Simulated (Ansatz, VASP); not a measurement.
**One calculation of Sb, two programs**

POSCAR

```
Sb
1.0
    2.1397418462      1.2353805309      3.7327777635
   -2.1397418462      1.2353805309      3.7327777635
    0.0000000000     -2.4707610619      3.7327777635
Sb
2
Direct
    0.7665100000      0.7665100000      0.7665100000
    0.2334900000      0.2334900000      0.2334900000
```

File INCAR.step1:

```
PREC     = Accurate       # precision mode
ENCUT    = 550            # plane-wave cutoff, eV
ISMEAR   = -1             # smearing method
SIGMA    = 0.05           # smearing width, eV
LREAL    = F              # projectors in reciprocal space
LASPH    = T              # aspherical terms in the spheres
NELM     = 120            # most SCF steps
NBANDS   = 22             # bands
GGA      = PE             # functional
ALGO     = Normal         # electronic algorithm
EDIFF    = 1E-5           # SCF threshold, eV
LWAVE    = T              # write WAVECAR
LCHARG   = F              # write CHGCAR
GGA_COMPAT= F
```

INCAR.step2

```
PREC     = Accurate       # precision mode
ENCUT    = 550            # plane-wave cutoff, eV
EDIFF    = 1E-6           # SCF threshold, eV
ISMEAR   = -1             # smearing method
SIGMA    = 0.05           # smearing width, eV
LREAL    = F              # projectors in reciprocal space
LASPH    = T              # aspherical terms in the spheres
NELM     = 120            # most SCF steps
ALGO     = Normal         # electronic algorithm
ISIF     = 2              # what is computed and relaxed
LWAVE    = F              # write WAVECAR
LCHARG   = F              # write CHGCAR
METAGGA  = R2SCAN         # meta-GGA
LMIXTAU  = T            
NBANDS   = 22             # bands
ISTART   = 1            
GGA_COMPAT= F
```

File KPOINTS:

```
Automatic mesh
0
Gamma
  8 8 8
```

File input.yaml:

```yaml
crystal:
  lattice:
    - [2.1397418462, 1.2353805309, 3.7327777635]
    - [-2.1397418462, 1.2353805309, 3.7327777635]
    - [0.0, -2.4707610619, 3.7327777635]
  atoms:
    - { symbol: Sb, position: [0.76651, 0.76651, 0.76651] }
    - { symbol: Sb, position: [0.23349, 0.23349, 0.23349] }
hamiltonian:
  xc: r2scan
  pseudopotentials: { kind: paw }
kpoints:
  mp_grid: { grid: [8, 8, 8] }
scf:
  occupations: { method: fermi_dirac, width: 0.05 }
output:
  forces: true
  stress: true
  eigenvalues: true
```

Alike in both runs: task single point; functional r2SCAN; k mesh 8 × 8 × 8; occupations fermi-dirac, width 0.05 eV; no spin polarisation.

```csv
,VASP,Ansatz
version,VASP 6.6.1,Ansatz 0.2.0
potentials or method,"VASP PAW PBE potentials, release 64 (Sb_d_GW)",Ansatz PAW
plane-wave cutoff (eV),550,500
valence electrons in the cell,30,30
```

|  | VASP | Ansatz | Ansatz less VASP |
| --- | --- | --- | --- |
| gap on the k mesh at the Fermi level (eV) | none | none | - |
| pressure (GPa) | 2.9 | 3.0 | +0.03 |
| traceless stress, the component that is largest in VASP (GPa) | -0.33 | -0.32 | +0.008 |
| rms of the force components (eV/Å) | 0.069 | 0.060 | -0.0084 |

VASP's potentials were made for PBE, not for r2SCAN. Atom by atom the forces differ by 0.008 eV/Å (rms over components). A gap of «none» marks a metal or a gap that the smearing closes. With one functional, cell and mesh, what is left measures potentials, basis and numerics.

Spin-orbit coupling is off throughout.
